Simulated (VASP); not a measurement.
# AlCo (P-6m2) in VASP: single point with PBE

Aim: the single point of AlCo with PBE.

Program: VASP 6.6.1. These are calculated values, not measurements. Logs are shortened: lines on timing, memory, paths and dates and some standing lists are left out, and cuts for length are marked.

### Step 1. The cell of the first run

It takes space group P-6m2 (No. 187, hexagonal). Conventional cell: a = 2.863 Å, b = 2.863 Å, c = 4.281 Å, α = 90.00°, β = 90.00°, γ = 120.00°. Within 3.6 Å of Co (site symmetry -6m2) lie 6 Al at 2.70 Å and 6 Co at 2.86 Å. Within 3.6 Å of Al (site symmetry -6m2) lie 6 Co at 2.70 Å and 6 Al at 2.86 Å.

### Step 2. Single point, PBE, collinear spin, ferromagnetic start (Ti replaced by Co, lengths x 0.927, strained)

Contents of INCAR:

```
SYSTEM = AlCo
PREC = Accurate
ENCUT = 520
EDIFF = 1E-7
ISMEAR = 0
SIGMA = 0.1
LREAL = .FALSE.
LASPH = .TRUE.
NELM = 150
ALGO = Normal
ISIF = 2
LWAVE = .FALSE.
LCHARG = .TRUE.
ISPIN = 2
MAGMOM = 3 0
LORBIT = 11
LMAXMIX = 4
GGA = PE
LELF = .TRUE.
LVHAR = .TRUE.
NBANDS = 17
```

Contents of KPOINTS:

```
Automatic mesh
0
G
  9 9 4
  0 0 0
```

Contents of POSCAR:

```
AlCo
1.0
    2.8633243899      0.0000000000      0.0000000000
   -1.4316621949      2.4797116609      0.0000000000
    0.0000000000      0.0000000000      4.2811964360
Co Al
1 1
Direct
    0.0000000000      0.0000000000      0.0000000000
    0.3333333300      0.6666666700      0.5000000000
```

Potentials or basis: VASP PAW PBE potentials, release 64 (Co, Al).

Launch:

```
$ cat potpaw_PBE.64/Co/POTCAR potpaw_PBE.64/Al/POTCAR > POTCAR
$ mpirun -np 1 vasp_std > vasp.out
```

OUTCAR:

```text
SYSTEM = AlCo
   PREC = Accurate
   ENCUT = 520
   EDIFF = 1E-7
   ISMEAR = 0
   LREAL = .FALSE.
   LASPH = .TRUE.
   NELM = 150
   ISIF = 2
   ISPIN = 2
   LORBIT = 11
   GGA = PE

 ion  position               nearest neighbor table
   1  0.000  0.000  0.000-   2 2.70   2 2.70   2 2.70   2 2.70   2 2.70   2 2.70
   2  0.333  0.667  0.500-   1 2.70   1 2.70   1 2.70   1 2.70   1 2.70   1 2.70

  LATTYP: Found a hexagonal cell.
 ALAT       =     2.8633243899
 C/A-ratio  =     1.4951838678

  Lattice vectors:

 A1 = (   2.8633243899,   0.0000000000,   0.0000000000)
 A2 = (  -1.4316621949,   2.4797116609,   0.0000000000)
 A3 = (   0.0000000000,   0.0000000000,   4.2811964360)

Analysis of symmetry for initial positions (statically):
=====================================================================
 Subroutine PRICEL returns:
 Original cell was already a primitive cell.

 Routine SETGRP: Setting up the symmetry group for a
 hexagonal supercell.

 Subroutine GETGRP returns: Found 12 space group operations
 (whereof 12 operations were pure point group operations)
 out of a pool of 24 trial point group operations.

The static configuration has the point symmetry D_3h.

Analysis of symmetry for dynamics (positions and initial velocities):
=====================================================================
 Subroutine PRICEL returns:
 Original cell was already a primitive cell.

 Routine SETGRP: Setting up the symmetry group for a
 hexagonal supercell.

 Subroutine GETGRP returns: Found 12 space group operations
 (whereof 12 operations were pure point group operations)
 out of a pool of 24 trial point group operations.

The dynamic configuration has the point symmetry D_3h.

Analysis of structural, dynamic, and magnetic symmetry:
=====================================================================
 Subroutine PRICEL returns:
 Original cell was already a primitive cell.

 Routine SETGRP: Setting up the symmetry group for a
 hexagonal supercell.

 Subroutine GETGRP returns: Found 12 space group operations
 (whereof 12 operations were pure point group operations)
 out of a pool of 24 trial point group operations.

The overall configuration has the point symmetry D_3h.

 Subroutine INISYM returns: Found 12 space group operations
 (whereof 12 operations are pure point group operations),
 and found     1 'primitive' translations

----------------------------------------------------------------------------------------

                                     Primitive cell

  volume of cell :      30.3974

  direct lattice vectors                    reciprocal lattice vectors
     2.863324390  0.000000000  0.000000000     0.349244397  0.201636347  0.000000000
[... 108 lines left out ...]
  Fermi-wavevector in a.u.,A,eV,Ry     =   1.200945  2.269456 19.623244  1.442268
  Thomas-Fermi vector in A             =   2.336767
   LORBIT       =     11    0 simple, 1 ext, 2 COOP (PROOUT), +10 PAW based schemes
   GGA     = PE    functional components
   LHFCALC =     F    Hartree Fock is set to
   AEXX    =    0.0000 exact exchange contribution
   IVDW    =     0    specifies the selected vdW correction
   LEPSILON=     F    determine dielectric tensor
   LRPA    =     F    only Hartree local field effects (RPA)
 spin polarized calculation
 Gauss-broadening in eV      SIGMA  =   0.10
  energy-cutoff  :      520.00
  volume of cell :       30.40
 maximum number of plane-waves:       844
 NGX is ok and might be reduce to    24
   NGX = 11   NGY = 11   NGZ = 15

 number of electron      12.0000001 magnetization       1.0170240

 Free energy of the ion-electron system (eV)
  ---------------------------------------------------
  ext. energy  EPLUGINS =         0.00000000
  ---------------------------------------------------
  free energy    TOTEN  =       -10.93150168 eV

  energy without entropy =      -10.92261445  energy(sigma->0) =      -10.92705807

 E-fermi :   7.3265     XC(G=0): -11.0094

 val. band max:        7.3146504679   @ k =   0.0000   0.0000   0.0000
 cond. band min:       7.3503341768   @ k =   0.1111   0.1111   0.2500
 fundamental gap:      0.0356837088
 Fermi energy:         7.3265354049

 spin component 1

 k-point     1 :       0.0000    0.0000    0.0000
  band No.  band energies     occupation
      1      -2.2180      1.00000
      2       4.2614      1.00000
      3       5.5700      1.00000
      4       5.5700      1.00000
      5       5.6613      1.00000
      6       6.4002      1.00000
[... 459 lines left out ...]
      6       7.4470      0.04427
[... 9 lines left out ...]
     16      27.5782      0.00000
     17      27.7622      0.00000

 [... further k-points ...]

 spin component 2

 k-point     1 :       0.0000    0.0000    0.0000
  band No.  band energies     occupation
      1      -2.2783      1.00000
      2       4.8466      1.00000
      3       5.5546      1.00000
      4       6.8639      1.00000
      5       6.8639      1.00000
      6       7.3147      0.56674
[... 459 lines left out ...]
      6       8.2093      0.00000
[... 9 lines left out ...]
     16      27.5253      0.00000
     17      27.7166      0.00000

 [... further k-points ...]
[... 5 lines left out ...]
  --------------------------------------------------------------------------------------
  -------------------------------------------------------------------------------------
  Total       -3.0473368     -3.0473368     -5.5614479     -0.0000000      0.0000000     -0.0000000
  in kB     -160.6179766   -160.6179766   -293.1308731     -0.0000000      0.0000000     -0.0000000
  external PRESSURE =    -204.7889421 kB  Pullay stress =       0.0000000 kB

 VOLUME and BASIS-vectors are now :
 -----------------------------------------------------------------------------
  energy-cutoff  :      520.00
  volume of cell :       30.40
      direct lattice vectors                 reciprocal lattice vectors
     2.863324390  0.000000000  0.000000000     0.349244397  0.201636347  0.000000000
    -1.431662195  2.479711661  0.000000000     0.000000000  0.403272693  0.000000000
     0.000000000  0.000000000  4.281196436     0.000000000  0.000000000  0.233579565

 POSITION                                       TOTAL-FORCE (eV/Angst)
 -----------------------------------------------------------------------------------
      0.00000      0.00000      0.00000        -0.000000     -0.000000      0.000000
     -0.00000      1.65314      2.14060         0.000000      0.000000      0.000000
 -----------------------------------------------------------------------------------
    total drift:                               -0.000000      0.000000      0.000000

  FREE ENERGIE OF THE ION-ELECTRON SYSTEM (eV)
  ---------------------------------------------------
  free  energy   TOTEN  =       -10.9315016830 eV

  energy  without entropy=      -10.9226144536  energy(sigma->0) =      -10.92705807

 total charge

# of ion       s       p       d       tot
------------------------------------------
    1        0.358   0.333   7.277   7.968
    2        0.404   0.341   0.000   0.745
--------------------------------------------------
tot          0.762   0.673   7.277   8.712

 magnetization (x)

# of ion       s       p       d       tot
------------------------------------------
    1       -0.001  -0.012   1.147   1.134
    2       -0.005  -0.015   0.000  -0.021
--------------------------------------------------
tot         -0.006  -0.028   1.147   1.113
```

OSZICAR:

```text
N       E                     dE             d eps       ncg     rms          rms(c)
DAV:   1     0.364807124344E+02    0.36481E+02   -0.45641E+03  2464   0.669E+02
DAV:   2    -0.105131332537E+02   -0.46994E+02   -0.40779E+02  2759   0.139E+02
DAV:   3    -0.124897252899E+02   -0.19766E+01   -0.19398E+01  3048   0.312E+01
DAV:   4    -0.125230090163E+02   -0.33284E-01   -0.33258E-01  3069   0.354E+00
DAV:   5    -0.125240078242E+02   -0.99881E-03   -0.99873E-03  3123   0.656E-01    0.121E+01
DAV:   6    -0.183140741136E+02   -0.57901E+01   -0.62576E+01  2976   0.814E+01    0.286E+01
DAV:   7    -0.109629647737E+02    0.73511E+01   -0.33720E+01  2971   0.495E+01    0.232E+00
DAV:   8    -0.109513969103E+02    0.11568E-01   -0.47193E-01  3250   0.478E+00    0.117E+00
DAV:   9    -0.109332040794E+02    0.18193E-01   -0.47590E-02  3004   0.156E+00    0.786E-01
DAV:  10    -0.109319214023E+02    0.12827E-02   -0.25911E-03  2875   0.392E-01    0.225E-01
DAV:  11    -0.109316045410E+02    0.31686E-03   -0.62252E-04  3412   0.181E-01    0.144E-01
DAV:  12    -0.109315227471E+02    0.81794E-04   -0.42220E-04  3075   0.144E-01    0.511E-02
DAV:  13    -0.109315081771E+02    0.14570E-04   -0.53825E-05  3086   0.662E-02    0.324E-02
DAV:  14    -0.109315027789E+02    0.53982E-05   -0.17716E-05  3134   0.260E-02    0.183E-02
DAV:  15    -0.109315025757E+02    0.20317E-06   -0.12018E-06  2957   0.834E-03    0.115E-02
DAV:  16    -0.109315017397E+02    0.83600E-06   -0.15235E-06  2965   0.886E-03    0.236E-03
DAV:  17    -0.109315016830E+02    0.56757E-07   -0.70413E-08  1328   0.201E-03
   1 F= -.10931502E+02 E0= -.10927058E+02  d E =-.888723E-02  mag=     1.0170
```

Run time: 19 s. Hardware: 1 thread of Intel Xeon 6975P-C (Granite Rapids), shared host; peak memory 0.17 GiB.

Results:

- Free energy: -10.9315 eV
- Pressure: -20.5 GPa
- Net moment: 1.02 μB per cell
- Site moments: Co +1.13; Al -0.02 μB
- Valence electrons inside the program's atomic spheres: Co 7.97; Al 0.74

Stress tensor (GPa, compression positive):
```
-16.06   0.00   0.00
  0.00 -16.06   0.00
  0.00   0.00 -29.31
```

Caveat: the k points lie up to 0.37 Å⁻¹ apart; the cell differs from its parent crystal (Ti replaced by Co, lengths x 0.927, strained).
